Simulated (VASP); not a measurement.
Set up this calculation in VASP 6.6.1, as the native input.

* Task: relaxation of cell and atoms
* Functional: LDA
* Potentials or basis: VASP PAW LDA potentials, release 64 (La, In_d, Ni)
* Cutoff: 600 eV
* k mesh: 6 × 6 × 10
* Occupations: gaussian, width 0.1 eV
* Spin: no spin polarisation
* Dipole correction: no
* Further INCAR settings: ALGO = Normal; EDIFF = 1e-07; IBRION = 2; EDIFFG = -0.005; NSW = 100; ISIF = 3

The structure of La2InNi2 lies in POSCAR:

```
La2InNi2
1.0
    7.5861971600      0.0000000000      0.0000000000
    0.0000000000      7.5861971600      0.0000000000
    0.0000000000      0.0000000000      3.8511463700
La In Ni
4 2 4
Direct
    0.1754168200      0.6754168200      0.5000000000
    0.8245831800      0.3245831800      0.5000000000
    0.3245831800      0.1754168200      0.5000000000
    0.6754168200      0.8245831800      0.5000000000
    0.5000000000      0.5000000000      0.0000000000
    0.0000000000      0.0000000000      0.0000000000
    0.6199806900      0.1199806900      0.0000000000
    0.3800193100      0.8800193100      0.0000000000
    0.8800193100      0.6199806900      0.0000000000
    0.1199806900      0.3800193100      0.0000000000
```

One way to write it, as run:

INCAR

```
PREC = Accurate
ENCUT = 600
EDIFF = 1E-7
ISMEAR = 0
SIGMA = 0.1
LREAL = F
LASPH = T
NELM = 200
ALGO = Normal
ISIF = 3
LWAVE = F
LCHARG = F
IBRION = 2
NSW = 100
EDIFFG = -0.005
GGA_COMPAT = F
NELMIN = 4
LMAXMIX = 6
KPAR = 4
```

KPOINTS

```
Automatic mesh
0
Gamma
  6 6 10
```

Potentials or basis: VASP PAW LDA potentials, release 64 (La, In_d, Ni).

Run with:

```bash
$ cat potpaw_LDA.64/La/POTCAR potpaw_LDA.64/In_d/POTCAR potpaw_LDA.64/Ni/POTCAR > POTCAR
$ mpirun -np 4 vasp_std > vasp.out
```

Results of the run:

| Item | Value |
| --- | --- |
| Relaxed volume | 20.83 Å³/atom |
| Relaxed cell | a = 7.423 Å, b = 7.423 Å, c = 3.781 Å, α = 90.00°, β = 90.00°, γ = 90.00° |
| Space group after relaxing (to 0.1 Å) | P4/mbm (No. 127) |
| Energy gained by relaxing | 19.7 meV/atom |
| Ionic steps | 16 |
| Pressure after relaxing | 0.0 GPa |
| Band gap on the k mesh | zero (bands 55 and 56 overlap by 1.08 eV) |

Caveat: spin-orbit coupling is left out, which moves the levels of the heavy elements.

Run time: 82 min on 4 MPI ranks on Intel(R) Xeon(R) Platinum 8259CL CPU @ 2.50GHz (Skylake/Cascade Lake) (shared host), peak memory 1 GiB a rank.
